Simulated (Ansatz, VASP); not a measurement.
**Two plane-wave programs on LiMgBN2**

Contents of INCAR:

```
PREC     = Accurate       # precision mode
ENCUT    = 520            # plane-wave cutoff, eV
EDIFF    = 1E-6           # SCF threshold, eV
ISMEAR   = 0              # smearing method
SIGMA    = 0.05           # smearing width, eV
LREAL    = False          # projectors in reciprocal space
LASPH    = True           # aspherical terms in the spheres
NELM     = 80             # most SCF steps
ALGO     = Normal         # electronic algorithm
ISIF     = 2              # what is computed and relaxed
LWAVE    = False          # write WAVECAR
LCHARG   = True           # write CHGCAR
GGA      = PE             # functional
LELF     = True           # ELF
LVHAR    = True         
NBANDS   = 17             # bands
```

KPOINTS

```
regular mesh
0
Gamma
  10 10 10
```

File POSCAR:

```
LiMgBN2
1.0
   -1.9634772152      1.9634772152      4.2032564325
    1.9634772152     -1.9634772152      4.2032564325
    1.9634772152      1.9634772152     -4.2032564325
Li Mg B N
1 1 1 2
Direct
    0.2500000000      0.7500000000      0.5000000000
    0.7500000000      0.2500000000      0.5000000000
    0.5000000000      0.5000000000      0.0000000000
    0.6512635000      0.6512635000      0.0000000000
    0.3487365000      0.3487365000      0.0000000000
```

Input for Ansatz:

```yaml
crystal:
  lattice:
    - [-1.9634772152, 1.9634772152, 4.2032564325]
    - [1.9634772152, -1.9634772152, 4.2032564325]
    - [1.9634772152, 1.9634772152, -4.2032564325]
  atoms:
    - { symbol: Li, position: [0.25, 0.75, 0.5] }
    - { symbol: Mg, position: [0.75, 0.25, 0.5] }
    - { symbol: B, position: [0.5, 0.5, 0.0] }
    - { symbol: "N", position: [0.6512635, 0.6512635, 0.0] }
    - { symbol: "N", position: [0.3487365, 0.3487365, 0.0] }
basis:
  ecutwfc: 420
kpoints:
  mp_grid: { grid: [10, 10, 10] }
hamiltonian:
  xc: pbe
scf:
  occupations: { method: gaussian, width: 0.05 }
output:
  forces: true
  stress: true
  eigenvalues: true
```

Alike in both runs: task single point; functional PBE; k mesh 10 × 10 × 10; occupations gaussian, width 0.05 eV; no spin polarisation.

|  | VASP | Ansatz |
| --- | --- | --- |
| version | VASP 6.6.1 | Ansatz 0.2.0 |
| potentials or method | VASP PAW PBE potentials, release 64 (Li_sv, Mg, B, N), cutoff 520 eV | scalar-relativistic, plane waves, PAW |
| valence electrons in the cell | 18 | 26 |

Ansatz gave:

```
gap on the k mesh at the Fermi level (eV) : 2.49
least direct gap on the mesh (eV)         : 3.35
rms of the force components (eV/Å)        : 1.791
```

**Question.** What did VASP give for the same quantities?

**Answer.** gap on the k mesh at the Fermi level (eV): 2.49; least direct gap on the mesh (eV): 3.33; rms of the force components (eV/Å): 1.785.

Atom by atom the forces differ by 0.006 eV/Å (rms over components). With one functional, cell and mesh, what is left measures potentials, basis and numerics. VASP's potentials hold 18 valence electrons a cell and Ansatz's 26, so a difference there can come from the potentials and not from the codes.

Noted on VASP's run: the cutoff is under 1.25 times that of the potentials, so the pressure is a little rough.
